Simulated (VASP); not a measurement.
# Al2O3 (P-3m1) in VASP: further runs

Al2O3 is run at these levels: PBE; tasks: single point, relaxation of cell and atoms.

All numbers are computed with VASP 6.6.1; they aren't measurements. Logs are shortened: lines on timing, memory, paths and dates and some standing lists are left out, and cuts for length are marked.

## 1. The cell of the first run

The structure is trigonal, space group P-3m1 (No. 164). Conventional cell: a = 2.890 Å, b = 2.890 Å, c = 7.239 Å, α = 90.00°, β = 90.00°, γ = 120.00°. Al (site symmetry 3m) has 6 O at 1.80 to 2.16 Å within 2.4 Å. Within 2.9 Å of O (site symmetry -3m) lie 6 Al at 2.16 Å and 12 O at 2.65 to 2.89 Å. O (site symmetry 3m) has 3 Al at 1.80 Å within 2.4 Å.

## 2. Single point, PBE

File INCAR:

```
ALGO     = Normal         # electronic algorithm
EDIFF    = 1E-6           # SCF threshold, eV
ENCUT    = 520            # plane-wave cutoff, eV
GGA      = PE             # functional
ISIF     = 2              # what is computed and relaxed
ISMEAR   = 0              # smearing method
LASPH    = True           # aspherical terms in the spheres
LCHARG   = True           # write CHGCAR
LELF     = True           # ELF
LREAL    = False          # projectors in reciprocal space
LVHAR    = True         
LWAVE    = False          # write WAVECAR
NBANDS   = 20             # bands
NELM     = 100            # most SCF steps
PREC     = Accurate       # precision mode
SIGMA    = 0.1            # smearing width, eV
```

File KPOINTS:

```
k-points
0
Gamma
  6 6 4
```

File POSCAR:

```
Al2O3
1.0
    2.8896893004      0.0000000000      0.0000000000
   -1.4448446502      2.5025443432      0.0000000000
    0.0000000000      0.0000000000      7.2390864931
Al O
2 3
Direct
    0.3333333333      0.6666666667      0.1899852350
    0.6666666667      0.3333333333      0.8100147650
    0.0000000000      0.0000000000      0.0000000000
    0.3333333333      0.6666666667      0.7161789435
    0.6666666667      0.3333333333      0.2838210565
```

Potentials or basis: VASP PAW PBE potentials, release 64 (Al, O).

Launch:

```
$ cat potpaw_PBE.64/Al/POTCAR potpaw_PBE.64/O/POTCAR > POTCAR
$ mpirun -np 1 vasp_std > vasp.out
```

OUTCAR:

```text
EDIFF = 1E-6
   ENCUT = 520
   GGA = PE
   ISIF = 2
   ISMEAR = 0
   LASPH = True
   LREAL = False
   NELM = 100
   PREC = Accurate

 ion  position               nearest neighbor table
   1  0.333  0.667  0.190-   5 1.80   5 1.80   5 1.80   3 2.16   3 2.16   3 2.16   2 3.22   2 3.22
                             2 3.22
   2  0.667  0.333  0.810-   4 1.80   4 1.80   4 1.80   3 2.16   3 2.16   3 2.16   1 3.22   1 3.22
                             1 3.22
   3  0.000  0.000  0.000-   1 2.16   2 2.16   2 2.16   1 2.16   2 2.16   1 2.16
   4  0.333  0.667  0.716-   2 1.80   2 1.80   2 1.80
   5  0.667  0.333  0.284-   1 1.80   1 1.80   1 1.80

  LATTYP: Found a hexagonal cell.
 ALAT       =     2.8896893004
 C/A-ratio  =     2.5051435433

  Lattice vectors:

 A1 = (   2.8896893004,   0.0000000000,   0.0000000000)
 A2 = (  -1.4448446502,   2.5025443432,   0.0000000000)
 A3 = (   0.0000000000,   0.0000000000,   7.2390864931)

Analysis of symmetry for initial positions (statically):
=====================================================================
 Subroutine PRICEL returns:
 Original cell was already a primitive cell.

 Routine SETGRP: Setting up the symmetry group for a
 hexagonal supercell.

 Subroutine GETGRP returns: Found 12 space group operations
 (whereof 12 operations were pure point group operations)
 out of a pool of 24 trial point group operations.

The static configuration has the point symmetry D_3d.

Analysis of symmetry for dynamics (positions and initial velocities):
=====================================================================
 Subroutine PRICEL returns:
 Original cell was already a primitive cell.

 Routine SETGRP: Setting up the symmetry group for a
 hexagonal supercell.

 Subroutine GETGRP returns: Found 12 space group operations
 (whereof 12 operations were pure point group operations)
 out of a pool of 24 trial point group operations.

The dynamic configuration has the point symmetry D_3d.

 Subroutine INISYM returns: Found 12 space group operations
 (whereof 12 operations are pure point group operations),
 and found     1 'primitive' translations

----------------------------------------------------------------------------------------

                                     Primitive cell

  volume of cell :      52.3500

[... 92 lines left out ...]
   NELM   =    100;   NELMIN=  2; NELMDL= -5     # of ELM steps
   EDIFF  = 0.1E-05   stopping-criterion for ELM
   LREAL  =      F    real-space projection
   EDIFFG = 0.1E-04   stopping-criterion for IOM
   NSW    =      0    number of steps for IOM
   IBRION =     -1    ionic relax: 0-MD 1-quasi-New 2-CG
   NFREE  =      0    steps in history (QN), initial steepest desc. (CG)
   ISIF   =      2    stress and relaxation
   ISYM   =      2    0-nonsym 1-usesym 2-fastsym
   POTIM  = 0.5000    time-step for ionic-motion
   TEBEG  =    0.0;   TEEND  =   0.0 temperature during run
   PSTRESS=    0.0 pullay stress
   NELECT =      24.0000    total number of electrons
   NUPDOWN=      -1.0000    fix difference up-down
   EMIN   =  10.00;   EMAX   =-10.00  energy-range for DOS
   EFERMI =   0.00;   METHOD = LEGACY
   ISMEAR =     0;   SIGMA  =   0.10  broadening in eV -4-tet -1-fermi 0-gaus
   EFERMI_NEDOS =   21; number of points for ismear=-14 and -15
   IALGO  =     38    algorithm
   IMIX   =      4    mixing-type and parameters
     AMIX     =   0.40;   BMIX     =  1.00
     AMIX_MAG =   1.60;   BMIX_MAG =  1.00
  volume/ion in A,a.u.               =      10.47        70.66
  Fermi-wavevector in a.u.,A,eV,Ry     =   1.262330  2.385458 21.680582  1.593478
  Thomas-Fermi vector in A             =   2.395744
   LORBIT       =      0    0 simple, 1 ext, 2 COOP (PROOUT), +10 PAW based schemes
   GGA     = PE    functional components
   LHFCALC =     F    Hartree Fock is set to
   AEXX    =    0.0000 exact exchange contribution
   IVDW    =     0    specifies the selected vdW correction
   LEPSILON=     F    determine dielectric tensor
   LRPA    =     F    only Hartree local field effects (RPA)
 non-spin polarized calculation
 Gauss-broadening in eV      SIGMA  =   0.10
  energy-cutoff  :      520.00
  volume of cell :       52.35
 maximum number of plane-waves:      1443
 NGX is ok and might be reduce to    24
   NGX = 11   NGY = 11   NGZ = 27

 number of electron      23.9999993 magnetization

 Free energy of the ion-electron system (eV)
  ---------------------------------------------------
  ext. energy  EPLUGINS =         0.00000000
  ---------------------------------------------------
  free energy    TOTEN  =       -36.47367262 eV

  energy without entropy =      -36.47367262  energy(sigma->0) =      -36.47367262

 E-fermi :   4.2018     XC(G=0): -10.3135

 val. band max:        3.7354477488   @ k =   0.1667   0.0000   0.0000
 cond. band min:       8.3894754535   @ k =   0.0000   0.0000   0.0000
 fundamental gap:      4.6540277047
 Fermi energy:         4.2018204206

 k-point     1 :       0.0000    0.0000    0.0000
  band No.  band energies     occupation
      1     -15.2761      2.00000
      2     -14.0504      2.00000
      3     -12.9795      2.00000
      4      -1.3837      2.00000
      5       1.1614      2.00000
      6       2.0200      2.00000
[... 541 lines left out ...]
     19      16.5545      0.00000
     20      16.5545      0.00000

------------------------ aborting loop because EDIFF is reached ----------------------------------------

  FORCE on cell =-STRESS in cart. coord.  units (eV):
  Direction    XX          YY          ZZ          XY          YZ          ZX
  --------------------------------------------------------------------------------------
  -------------------------------------------------------------------------------------
  Total        0.0271342      0.0271342      0.0592870     -0.0000000     -0.0000000     -0.0000000
  in kB        0.8304445      0.8304445      1.8144851     -0.0000000     -0.0000000     -0.0000000
  external PRESSURE =       1.1584580 kB  Pullay stress =       0.0000000 kB

 VOLUME and BASIS-vectors are now :
 -----------------------------------------------------------------------------
  energy-cutoff  :      520.00
  volume of cell :       52.35
      direct lattice vectors                 reciprocal lattice vectors
     2.889689300  0.000000000  0.000000000     0.346057965  0.199796659  0.000000000
    -1.444844650  2.502544343  0.000000000     0.000000000  0.399593319  0.000000000
     0.000000000  0.000000000  7.239086493     0.000000000  0.000000000  0.138138977

 POSITION                                       TOTAL-FORCE (eV/Angst)
 -----------------------------------------------------------------------------------
     -0.00000      1.66836      1.37532        -0.000000      0.000000      0.043969
      1.44484      0.83418      5.86377         0.000000      0.000000     -0.043969
      0.00000      0.00000      0.00000        -0.000000      0.000000      0.000000
     -0.00000      1.66836      5.18448         0.000000     -0.000000      0.033204
      1.44484      0.83418      2.05461        -0.000000      0.000000     -0.033204
 -----------------------------------------------------------------------------------
    total drift:                               -0.000000      0.000000     -0.000000

  FREE ENERGIE OF THE ION-ELECTRON SYSTEM (eV)
  ---------------------------------------------------
  free  energy   TOTEN  =       -36.4736726179 eV

  energy  without entropy=      -36.4736726179  energy(sigma->0) =      -36.47367262
```

Run time: 17 s. Hardware: 1 thread of Intel Xeon Platinum 8559C (Emerald Rapids), shared host; peak memory 0.17 GiB.

Results:

```yaml
Free_energy: -36.4737 eV
Pressure: 0.1 GPa
Largest_force: 0.044 eV/Å
Band_gap_on_the_k_mesh: 4.65 eV (least direct gap 4.74 eV)
```

Forces on the atoms (eV/Å):
```
Al   0.000  0.000  0.044
Al   0.000  0.000 -0.044
O    0.000  0.000  0.000
O    0.000  0.000  0.033
O    0.000  0.000 -0.033
```

Stress tensor (GPa, compression positive):
```
0.08 0.00 0.00
0.00 0.08 0.00
0.00 0.00 0.18
```

## 3. Single point, PBE

This run uses another cell than the first one, of 10.91 Å³/atom.

File INCAR:

```
SYSTEM = Al2O3
  PREC = Accurate
  ENCUT = 520
  EDIFF = 1E-6
  ISMEAR = 0
  SIGMA = 0.1
  LREAL = .False.
  LASPH = .True.
  NELM = 100
  ALGO = Normal
  ISIF = 2
  LWAVE = .False.
  LCHARG = .True.
  GGA = PE
  LELF = .True.
  LVHAR = .True.
  NBANDS = 20
```

File KPOINTS:

```
Automatic mesh
0
Gamma
  6 6 4
  0 0 0
```

File POSCAR:

```
Al2O3
1.0
    2.8883250932      0.0000000000      0.0000000000
   -1.4441625466      2.5013629051      0.0000000000
    0.0000000000      0.0000000000      7.5474296337
Al O
2 3
Direct
    0.3333333333      0.6666666667      0.1823745395
    0.6666666667      0.3333333333      0.8176254605
    0.0000000000      0.0000000000      0.0000000000
    0.3333333333      0.6666666667      0.7274424035
    0.6666666667      0.3333333333      0.2725575965
```

Potentials or basis: VASP PAW PBE potentials, release 64 (Al, O).

Launch:

```
$ cat potpaw_PBE.64/Al/POTCAR potpaw_PBE.64/O/POTCAR > POTCAR
$ mpirun -np 1 vasp_std > vasp.out
```

Wall time 19 s (1 thread of Intel Xeon Platinum 8559C (Emerald Rapids), shared host); peak memory 0.17 GiB.

It converged, with:

* Free energy: -36.4765 eV
* Pressure: 0.0 GPa
* Largest force: 0.041 eV/Å
* Band gap on the k mesh: 4.74 eV (least direct gap 4.88 eV)

Forces in eV/Å, atoms in the order of the input:
```
Al   0.000  0.000  0.041
Al   0.000  0.000 -0.041
O    0.000  0.000  0.000
O    0.000  0.000  0.029
O    0.000  0.000 -0.029
```

Stress tensor (GPa, compression positive):
```
 0.13  0.00  0.00
 0.00  0.13  0.00
 0.00  0.00 -0.18
```

Levels at points of the mesh, in eV from the valence-band top:
| k point | band 10 | band 11 | band 12 | band 13 | band 14 | band 15 |
| --- | --- | --- | --- | --- | --- | --- |
| (0.00, 0.00, 0.00) | -0.75 | -0.75 | -0.14 | 4.74 | 7.66 | 8.15 |
| (0.50, 0.00, 0.00) | -1.31 | -1.19 | -0.40 | 6.90 | 9.00 | 9.94 |
| (0.00, 0.00, 0.50) | -0.75 | -0.75 | -0.61 | 5.23 | 7.16 | 8.09 |
| (0.50, 0.00, 0.50) | -1.42 | -1.18 | -0.26 | 6.96 | 8.67 | 10.14 |

A k mesh can miss the band edges.

## 4. Relaxation of cell and atoms, PBE

This run uses another cell than the first one, of 8.65 Å³/atom.

File INCAR:

```
PREC = Accurate ; ENCUT = 600
EDIFF = 1E-6 ; ISMEAR = 0
SIGMA = 0.1 ; LREAL = False
LASPH = True ; NELM = 80
ALGO = Normal ; ISIF = 3
LWAVE = False ; LCHARG = False
GGA = PE ; IBRION = 2
NSW = 90 ; EDIFFG = -0.04
```

File KPOINTS:

```
regular mesh
0
Gamma
  6 6 4
```

File POSCAR:

```
Al2O3
1.0
    3.1784598717      0.0000000000      0.0000000000
   -1.5892299359      2.7526269938      0.0000000000
    0.0000000000      0.0000000000      4.9451672624
Al O
2 3
Direct
    0.3333333333      0.6666666667      0.2450000000
    0.6666666667      0.3333333333      0.7550000000
    0.0000000000      0.0000000000      0.0000000000
    0.3333333333      0.6666666667      0.6450000000
    0.6666666667      0.3333333333      0.3550000000
```

Launch:

```
$ cat potpaw_PBE.64/Al/POTCAR potpaw_PBE.64/O/POTCAR > POTCAR
$ mpirun -np 1 vasp_std > vasp.out
```

Run time: 2.4 min. Hardware: 1 thread of Intel Xeon Platinum 8559C (Emerald Rapids), shared host; peak memory 0.17 GiB.

The run converged. Its results:

```
Free energy                           : -36.3202 eV
Relaxed volume                        : 9.40 Å³/atom
Relaxed cell                          : a = 2.899 Å, b = 2.899 Å, c = 6.459 Å, α = 90.00°, β = 90.00°, γ = 120.00°
Space group after relaxing (to 0.1 Å) : P-3m1 (No. 164)
Energy gained by relaxing             : 327.9 meV/atom
Ionic steps                           : 17
Pressure after relaxing               : 0.3 GPa
Largest force after relaxing          : 0.037 eV/Å
Band gap on the k mesh                : 4.23 eV
```

Forces in eV/Å, atoms in the order of the input:
```
Al   0.000  0.000 -0.029
Al   0.000  0.000  0.029
O    0.000  0.000  0.000
O    0.000  0.000  0.037
O    0.000  0.000 -0.037
```

Stress tensor (GPa, compression positive):
```
 0.45  0.00  0.00
 0.00  0.45  0.00
 0.00  0.00 -0.07
```

The path:
```tsv
step	energy change (eV)	largest force (eV/Å)	pressure (GPa)	volume (Å³)
1	0.0000	2.0356	1.61	43.27
2	-0.5652	1.9312	4.20	43.67
3	-0.5908	1.3179	3.08	43.62
4	-0.9783	1.4927	-0.65	44.74
5	-0.9262	1.7658	-5.34	46.79
6	-1.2038	1.4462	-3.05	45.62
7	-1.2260	1.4842	-3.64	45.93
8	-1.4543	1.4049	0.83	45.09
9	-1.4562	1.4652	1.34	45.01
10	-1.5971	0.3253	6.95	45.21
11	-1.5971	0.3162	6.84	45.21
12	-1.5958	0.3176	-6.39	48.55
13	-1.6332	0.0419	-0.10	46.82
14	-1.6377	0.1064	-0.57	47.10
15	-1.6379	0.1371	-0.63	47.17
16	-1.6392	0.0433	0.47	46.99
17	-1.6393	0.0375	0.28	47.02
```

Final structure:
```
CELL_PARAMETERS angstrom
2.89933 0.00000 0.00000
-1.44966 2.51089 0.00000
0.00000 0.00000 6.45860
ATOMIC_POSITIONS crystal
Al 0.33333 0.66667 0.21113
Al 0.66667 0.33333 0.78887
O 0.00000 0.00000 0.00000
O 0.33333 0.66667 0.68670
O 0.66667 0.33333 0.31330
```

Levels at points of the mesh, in eV from the valence-band top:
| k point | band 9 | band 10 | band 11 | band 12 | band 13 | band 14 | band 15 | band 16 |
| --- | --- | --- | --- | --- | --- | --- | --- | --- |
| (0.00, 0.00, 0.00) | -2.02 | -1.27 | -1.27 | 0.00 | 4.23 | 7.37 | 8.00 | 13.07 |
| (0.50, 0.00, 0.00) | -2.34 | -1.78 | -1.64 | -1.16 | 6.33 | 8.77 | 9.56 | 10.78 |
| (0.00, 0.00, 0.50) | -1.83 | -1.55 | -1.32 | -1.32 | 5.11 | 7.07 | 7.65 | 13.06 |
| (0.50, 0.00, 0.50) | -2.69 | -2.22 | -1.64 | -0.50 | 6.50 | 8.20 | 9.47 | 10.99 |

Caveat: a cell axis changed by over 15 % at a fixed basis, so the end point is rough. A k mesh can miss the band edges.

## 5. Single point, PBE

This run uses another cell than the first one, of 10.91 Å³/atom.

File INCAR:

```
PREC = Accurate ; ENCUT = 520
EDIFF = 1E-6 ; ISMEAR = 0
SIGMA = 0.02 ; LREAL = F
LASPH = T ; NELM = 80
ALGO = Normal ; ISIF = 2
LWAVE = F ; LCHARG = F
GGA = PE ; NBANDS = 20
```

File KPOINTS:

```
Automatic mesh
0
Gamma
  12 12 4
```

File POSCAR:

```
Al2O3
1.0
    2.8883250932      0.0000000000      0.0000000000
   -1.4441625466      2.5013629051      0.0000000000
    0.0000000000      0.0000000000      7.5474296337
Al O
2 3
Direct
    0.3333333333      0.6666666667      0.1823745395
    0.6666666667      0.3333333333      0.8176254605
    0.0000000000      0.0000000000      0.0000000000
    0.3333333333      0.6666666667      0.7274424035
    0.6666666667      0.3333333333      0.2725575965
```

Launch:

```
$ cat potpaw_PBE.64/Al/POTCAR potpaw_PBE.64/O/POTCAR > POTCAR
$ mpirun -np 1 vasp_std > vasp.out
```

Run time: 38 s. Hardware: 1 thread of Intel Xeon Platinum 8559C (Emerald Rapids), shared host; peak memory 0.21 GiB.

The run converged. Its results:

```yaml
Free_energy: -36.4772 eV
Pressure: 0.0 GPa
Largest_force: 0.041 eV/Å
Band_gap_on_the_k_mesh: 4.73 eV (least direct gap 4.88 eV)
```

Forces in eV/Å, atoms in the order of the input:
```
Al   0.000  0.000  0.041
Al   0.000  0.000 -0.041
O    0.000  0.000  0.000
O    0.000  0.000  0.028
O    0.000  0.000 -0.028
```

Stress tensor (GPa, compression positive):
```
 0.13  0.00  0.00
 0.00  0.13  0.00
 0.00  0.00 -0.17
```

Levels at points of the mesh, in eV from the valence-band top:
```tsv
k point	band 9	band 10	band 11	band 12	band 13	band 14	band 15	band 16
(0.00, 0.00, 0.00)	-1.34	-0.75	-0.75	-0.14	4.73	7.65	8.15	11.16
(0.50, 0.00, 0.00)	-2.03	-1.31	-1.20	-0.41	6.90	8.99	9.93	11.16
(0.00, 0.00, 0.50)	-1.33	-0.76	-0.76	-0.62	5.22	7.15	8.08	11.52
(0.50, 0.00, 0.50)	-2.05	-1.43	-1.19	-0.27	6.95	8.67	10.13	11.29
```

A k mesh can miss the band edges.

(Continued in part 2 of 2.)
